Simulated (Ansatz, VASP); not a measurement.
Pb in VASP and in Ansatz

```xyz
1
Lattice="0.0000 2.3585 2.3585 2.3585 0.0000 2.3585 2.3585 2.3585 0.0000" Properties=species:S:1:pos:R:3 pbc="T T T"
Pb    0.0000    0.0000    0.0000
```

Alike in both runs: task relaxation of cell and atoms; functional PBE; k mesh 13 × 13 × 13; occupations fermi-dirac, width 0.05 eV; no spin polarisation.

|  | VASP | Ansatz |
| --- | --- | --- |
| version | VASP 6.6.1 | Ansatz 0.2.0 |
| potentials or method | VASP PAW PBE potentials, release 64 (Pb_d) | PAW with Ansatz's default frozen-core files, scalar-relativistic |
| plane-wave cutoff (eV) | 600 | 420 |
| valence electrons in the cell | 14 | 14 |

VASP gave:

- relaxed volume (Å³/atom): 31.98
- relaxed cell length with the largest relative difference (Å): 3.563

Problem. Which values does Ansatz return?

Solution. Relaxed volume (Å³/atom): 32.02; relaxed cell length with the largest relative difference (Å): 3.564.

Spin-orbit coupling is off throughout. Noted on VASP's run: the volume moved by over 15 % at a fixed basis, so the end points are rough.
